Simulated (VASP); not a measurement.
# KBr (Fm-3m) in VASP: single point with PBE-based screened hybrid with 25 % exact exchange

Aim: the single point of KBr with PBE-based screened hybrid with 25 % exact exchange.

Everything below comes from runs of VASP 6.6.1. Logs are shortened: lines on timing, memory, paths and dates and some standing lists are left out, and cuts for length are marked.

**1. The cell of the first run**

The structure is cubic, space group Fm-3m (No. 225). The conventional cell has a = 6.644 Å, b = 6.644 Å, c = 6.644 Å, α = 90.00°, β = 90.00°, γ = 90.00°. Br (site symmetry m-3m) has 6 K at 3.32 Å within 4.4 Å. Within 4.4 Å of K (site symmetry m-3m) lie 6 Br at 3.32 Å.

**2. Single point, PBE-based screened hybrid with 25 % exact exchange**

File POSCAR:

```
KBr
1.0
    0.0000000000      3.3218549415      3.3218549415
    3.3218549415      0.0000000000      3.3218549415
    3.3218549415      3.3218549415      0.0000000000
Br K
1 1
Direct
    0.5000000000      0.5000000000      0.5000000000
    0.0000000000      0.0000000000      0.0000000000
```

File INCAR.step1:

```
ALGO     = Normal         # electronic algorithm
EDIFF    = 1E-5           # SCF threshold, eV
ENCUT    = 520            # plane-wave cutoff, eV
GGA      = PE             # functional
ISIF     = 2              # what is computed and relaxed
ISMEAR   = 0              # smearing method
LASPH    = True           # aspherical terms in the spheres
LCHARG   = False          # write CHGCAR
LREAL    = False          # projectors in reciprocal space
LWAVE    = True           # write WAVECAR
NBANDS   = 15             # bands
NELM     = 80             # most SCF steps
PREC     = Accurate       # precision mode
SIGMA    = 0.1            # smearing width, eV
```

File INCAR.step2:

```
AEXX     = 0.25           # exact-exchange fraction
ALGO     = Normal         # electronic algorithm
EDIFF    = 1E-6           # SCF threshold, eV
ENCUT    = 520            # plane-wave cutoff, eV
GGA      = PE             # functional
HFSCREEN = 0.3            # screening, 1/A
ISIF     = 2              # what is computed and relaxed
ISMEAR   = 0              # smearing method
ISTART   = 1            
LASPH    = True           # aspherical terms in the spheres
LCHARG   = False          # write CHGCAR
LHFCALC  = True           # exact exchange
LREAL    = False          # projectors in reciprocal space
LWAVE    = False          # write WAVECAR
NBANDS   = 15             # bands
NELM     = 80             # most SCF steps
PREC     = Accurate       # precision mode
PRECFOCK = Normal       
SIGMA    = 0.1            # smearing width, eV
```

File KPOINTS:

```
k-points
0
Gamma
  4 4 4
```

Potentials or basis: VASP PAW PBE potentials, release 64 (Br, K_sv).

The run is started by

```sh
cat potpaw_PBE.64/Br/POTCAR potpaw_PBE.64/K_sv/POTCAR > POTCAR
cp INCAR.step1 INCAR
mpirun -np 1 vasp_std > vasp.out
cp INCAR.step2 INCAR
mpirun -np 1 vasp_std > vasp.out
```

OUTCAR:

```text
AEXX = 0.25
   EDIFF = 1E-6
   ENCUT = 520
   GGA = PE
   HFSCREEN = 0.3
   ISIF = 2
   ISMEAR = 0
   ISTART = 1
   LASPH = True
   LHFCALC = True
   LREAL = False
   NELM = 80
   PREC = Accurate
   PRECFOCK = Normal

 ion  position               nearest neighbor table
   1  0.500  0.500  0.500-
   2  0.000  0.000  0.000-

  LATTYP: Found a face centered cubic cell.
 ALAT       =     6.6437098830

  Lattice vectors:

 A1 = (   0.0000000000,   3.3218549415,   3.3218549415)
 A2 = (   3.3218549415,   0.0000000000,   3.3218549415)
 A3 = (   3.3218549415,   3.3218549415,   0.0000000000)

Analysis of symmetry for initial positions (statically):
=====================================================================
 Subroutine PRICEL returns:
 Original cell was already a primitive cell.

 Routine SETGRP: Setting up the symmetry group for a
 face centered cubic supercell.

 Subroutine GETGRP returns: Found 48 space group operations
 (whereof 48 operations were pure point group operations)
 out of a pool of 48 trial point group operations.

The static configuration has the point symmetry O_h .

Analysis of symmetry for dynamics (positions and initial velocities):
=====================================================================
 Subroutine PRICEL returns:
 Original cell was already a primitive cell.

 Routine SETGRP: Setting up the symmetry group for a
 face centered cubic supercell.

 Subroutine GETGRP returns: Found 48 space group operations
 (whereof 48 operations were pure point group operations)
 out of a pool of 48 trial point group operations.

The dynamic configuration has the point symmetry O_h .

 Subroutine INISYM returns: Found 48 space group operations
 (whereof 48 operations are pure point group operations),
 and found     1 'primitive' translations

----------------------------------------------------------------------------------------

                                     Primitive cell

  volume of cell :      73.3115

  direct lattice vectors                    reciprocal lattice vectors
     0.000000000  3.321854941  3.321854941    -0.150518312  0.150518312  0.150518312
     3.321854941  0.000000000  3.321854941     0.150518312 -0.150518312  0.150518312
     3.321854941  3.321854941  0.000000000     0.150518312  0.150518312 -0.150518312

  length of vectors
     4.697812311  4.697812311  4.697812311     0.260705365  0.260705365  0.260705365

  position of ions in fractional coordinates (direct lattice)
[... 81 lines left out ...]
     AMIX     =   0.40;   BMIX     =  1.00
     AMIX_MAG =   1.60;   BMIX_MAG =  1.00
  volume/ion in A,a.u.               =      36.66       247.37
  Fermi-wavevector in a.u.,A,eV,Ry     =   0.985653  1.862615 13.218228  0.971512
  Thomas-Fermi vector in A             =   2.116976
   LORBIT       =      0    0 simple, 1 ext, 2 COOP (PROOUT), +10 PAW based schemes
   GGA     = PE    functional components
   LHFCALC =     T    Hartree Fock is set to
   PRECFOCK=normal    Normal, Fast or Accurate (Low or Medium for compatibility)
   ENCUT4O =  -1.0   cutoff for four orbital integrals eV
   NKREDX  =     1    reduce k-point grid by
   NKREDY  =     1    reduce k-point grid by
   NKREDZ  =     1    reduce k-point grid by
   AEXX    =    0.2500 exact exchange contribution
   HFSCREEN=    0.3000 screening length (either q_TF or 0.3 A-1)
   HFSCREENC=   0.3000 screening length for correlation (either q_TF or 0.3 A-1)
   ENCUTFOCK=  -1.0 apply spherical cutoff to Coloumb kernel
   IVDW    =     0    specifies the selected vdW correction
   LEPSILON=     F    determine dielectric tensor
   LRPA    =     F    only Hartree local field effects (RPA)
 non-spin polarized calculation
 Gauss-broadening in eV      SIGMA  =   0.10
  energy-cutoff  :      520.00
  volume of cell :       73.31
 maximum number of plane-waves:      1996
 NGX is ok and might be reduce to    36
  NGX = 28; NGY = 28; NGZ = 28

 number of electron      15.9999997 magnetization

 Free energy of the ion-electron system (eV)
  ---------------------------------------------------
  ext. energy  EPLUGINS =         0.00000000
  ---------------------------------------------------
  free energy    TOTEN  =        -7.00533471 eV

  energy without entropy =       -7.00533471  energy(sigma->0) =       -7.00533471

 E-fermi :  -2.0433     XC(G=0):  -6.2558

 val. band max:       -2.5477217625   @ k =   0.0000   0.0000   0.0000
 cond. band min:       2.7670404362   @ k =   0.0000   0.0000   0.0000
 fundamental gap:      5.3147621986
 Fermi energy:        -2.0432520874

 k-point     1 :       0.0000    0.0000    0.0000
  band No.  band energies     occupation
      1     -32.5017      2.00000
      2     -15.7972      2.00000
      3     -14.6420      2.00000
      4     -14.6420      2.00000
      5     -14.6420      2.00000
      6      -2.5477      2.00000
      7      -2.5477      2.00000
      8      -2.5477      2.00000
      9       2.7670      0.00000
     10       6.1524      0.00000
     11       6.1524      0.00000
     12       6.1524      0.00000
     13       7.0824      0.00000
     14       7.0824      0.00000
[... 113 lines left out ...]
      2     -15.7840      2.00000
      3     -14.7005      2.00000
      4     -14.7005      2.00000
      5     -14.5472      2.00000
      6      -3.1401      2.00000
      7      -3.1401      2.00000
      8      -3.0765      2.00000
      9       5.8298      0.00000
     10       5.8298      0.00000
     11       6.7073      0.00000
     12       7.6080      0.00000
     13       9.2659      0.00000
     14       9.6772      0.00000
     15       9.8540      0.00000

------------------------ aborting loop because EDIFF is reached ----------------------------------------

  FORCE on cell =-STRESS in cart. coord.  units (eV):
  Direction    XX          YY          ZZ          XY          YZ          ZX
  --------------------------------------------------------------------------------------
  -------------------------------------------------------------------------------------
  Total        0.0822144      0.0822144      0.0822144     -0.0000000     -0.0000000      0.0000000
  in kB        1.7967446      1.7967446      1.7967446     -0.0000000     -0.0000000      0.0000000
  external PRESSURE =       1.7967446 kB  Pullay stress =       0.0000000 kB

 VOLUME and BASIS-vectors are now :
 -----------------------------------------------------------------------------
  energy-cutoff  :      520.00
  volume of cell :       73.31
      direct lattice vectors                 reciprocal lattice vectors
     0.000000000  3.321854941  3.321854941    -0.150518312  0.150518312  0.150518312
     3.321854941  0.000000000  3.321854941     0.150518312 -0.150518312  0.150518312
     3.321854941  3.321854941  0.000000000     0.150518312  0.150518312 -0.150518312

 POSITION                                       TOTAL-FORCE (eV/Angst)
 -----------------------------------------------------------------------------------
      3.32185      3.32185      3.32185         0.000000     -0.000000      0.000000
      0.00000      0.00000      0.00000        -0.000000      0.000000     -0.000000
 -----------------------------------------------------------------------------------
    total drift:                                0.000000      0.000000      0.000000

  FREE ENERGIE OF THE ION-ELECTRON SYSTEM (eV)
  ---------------------------------------------------
  free  energy   TOTEN  =        -7.0053347113 eV

  energy  without entropy=       -7.0053347113  energy(sigma->0) =       -7.00533471
```

OUTCAR.step1:

```text
EDIFF = 1E-5
   ENCUT = 520
   GGA = PE
   ISIF = 2
   ISMEAR = 0
[... 347 lines left out ...]
 -----------------------------------------------------------------------------------
      3.32185      3.32185      3.32185         0.000000      0.000000      0.000000
      0.00000      0.00000      0.00000         0.000000      0.000000     -0.000000
 -----------------------------------------------------------------------------------
    total drift:                                0.000000      0.000000      0.000000

  FREE ENERGIE OF THE ION-ELECTRON SYSTEM (eV)
  ---------------------------------------------------
  free  energy   TOTEN  =        -6.2201132428 eV

  energy  without entropy=       -6.2201132428  energy(sigma->0) =       -6.22011324
```

OSZICAR.step1:

```text
N       E                     dE             d eps       ncg     rms          rms(c)
DAV:   1     0.979243657392E+02    0.97924E+02   -0.68819E+03   240   0.946E+02
DAV:   2    -0.440287601585E+00   -0.98365E+02   -0.92209E+02   303   0.233E+02
DAV:   3    -0.615342848904E+01   -0.57131E+01   -0.56908E+01   331   0.495E+01
DAV:   4    -0.639582670791E+01   -0.24240E+00   -0.24235E+00   369   0.852E+00
DAV:   5    -0.639757330491E+01   -0.17466E-02   -0.17465E-02   317   0.827E-01    0.301E+00
DAV:   6    -0.622155948471E+01    0.17601E+00   -0.22408E-01   261   0.224E+00    0.219E+00
DAV:   7    -0.620975941926E+01    0.11800E-01   -0.10711E-01   317   0.175E+00    0.101E+00
DAV:   8    -0.621898328023E+01   -0.92239E-02   -0.11740E-02   256   0.790E-01    0.114E-01
DAV:   9    -0.621981343327E+01   -0.83015E-03   -0.85606E-04   303   0.176E-01    0.785E-02
DAV:  10    -0.622009497595E+01   -0.28154E-03   -0.28824E-04   247   0.969E-02    0.124E-02
DAV:  11    -0.622011132298E+01   -0.16347E-04   -0.26955E-05   304   0.283E-02    0.555E-03
DAV:  12    -0.622011324283E+01   -0.19198E-05   -0.42367E-06   183   0.135E-02
   1 F= -.62201132E+01 E0= -.62201132E+01  d E =-.530626E-13
```

Run time: 17 min. Hardware: 1 thread of Intel Xeon 8259CL, shared host; peak memory 0.32 GiB.

Results:

```yaml
Free_energy: -7.0053 eV
Pressure: 0.2 GPa
Band_gap_on_the_k_mesh: 5.31 eV
```

Levels at points of the mesh, in eV from the valence-band top:
```tsv
k point	band 5	band 6	band 7	band 8	band 9	band 10	band 11	band 12
(0.00, 0.00, 0.00)	-12.09	0.00	0.00	0.00	5.31	8.70	8.70	8.70
(0.50, 0.00, 0.00)	-11.85	-1.17	-0.32	-0.32	7.47	9.25	11.05	11.05
(0.50, 0.50, 0.00)	-12.13	-0.83	-0.29	-0.29	6.85	8.16	10.41	10.66
```

Caveat: the PAW data sets were made with another functional, which shifts forces and pressure a little.
